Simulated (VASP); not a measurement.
Wanted: the native input for a VASP 6.6.1 run.

```
Task                               : single point
Functional                         : HSE06
Potentials or basis                : VASP PAW PBE potentials, release 64 (Mg, S)
Cutoff                             : 520 eV
k mesh                             : 6 × 6 × 6
Occupations                        : gaussian, width 0.01 eV
Spin                               : no spin polarisation
Dipole correction                  : no
Grid for exact exchange (PRECFOCK) : Normal
Further INCAR settings             : ALGO = Normal; EDIFF = 1e-06; NBANDS = 11
Share of exact exchange            : 0.25
Screening parameter                : 0.2079 1/Å
```

MgS:

```
Mg S
1.0
     0.00000    2.60152    2.60152
     2.60152    0.00000    2.60152
     2.60152    2.60152    0.00000
Mg S
1 1
Direct
  0.00000 0.00000 0.00000
  0.50000 0.50000 0.50000
```

One way to write it, as run:

POSCAR

```
MgS
1.0
    0.0000000000      2.6015177399      2.6015177399
    2.6015177399      0.0000000000      2.6015177399
    2.6015177399      2.6015177399      0.0000000000
Mg S
1 1
Direct
    0.0000000000      0.0000000000      0.0000000000
    0.5000000000      0.5000000000      0.5000000000
```

INCAR.step1

```
  PREC = Accurate
  ENCUT = 520
  EDIFF = 1E-5
  ISMEAR = 0
  SIGMA = 0.01
  LREAL = F
  LASPH = T
  NELM = 100
  ALGO = Normal
  ISIF = 2
  LWAVE = T
  LCHARG = F
  GGA = PE
  NBANDS = 11
```

INCAR.step2

```
  PREC = Accurate
  ENCUT = 520
  EDIFF = 1E-6
  ISMEAR = 0
  SIGMA = 0.01
  LREAL = F
  LASPH = T
  NELM = 100
  ALGO = Normal
  ISIF = 2
  LWAVE = F
  LCHARG = F
  GGA = PE
  LHFCALC = T
  HFSCREEN = 0.2079
  PRECFOCK = Normal
  ISTART = 1
  NBANDS = 11
```

KPOINTS

```
Automatic mesh
0
Gamma
  6 6 6
```

Potentials or basis: VASP PAW PBE potentials, release 64 (Mg, S).

Launch:

```bash
$ cat potpaw_PBE.64/Mg/POTCAR potpaw_PBE.64/S/POTCAR > POTCAR
$ cp INCAR.step1 INCAR
$ mpirun -np 1 vasp_std > vasp.out
$ cp INCAR.step2 INCAR
$ mpirun -np 1 vasp_std > vasp.out
```

Results of the run:

The pressure is -0.7 GPa. The band gap on the k mesh is 3.75 eV (least direct gap 4.80 eV).

Caveat: the PAW data sets were made with another functional, which shifts forces and pressure a little.

Run time: 20 min on 1 thread of Intel(R) Xeon(R) Platinum 8488C (Sapphire Rapids) (shared host), peak memory 0.28 GiB.
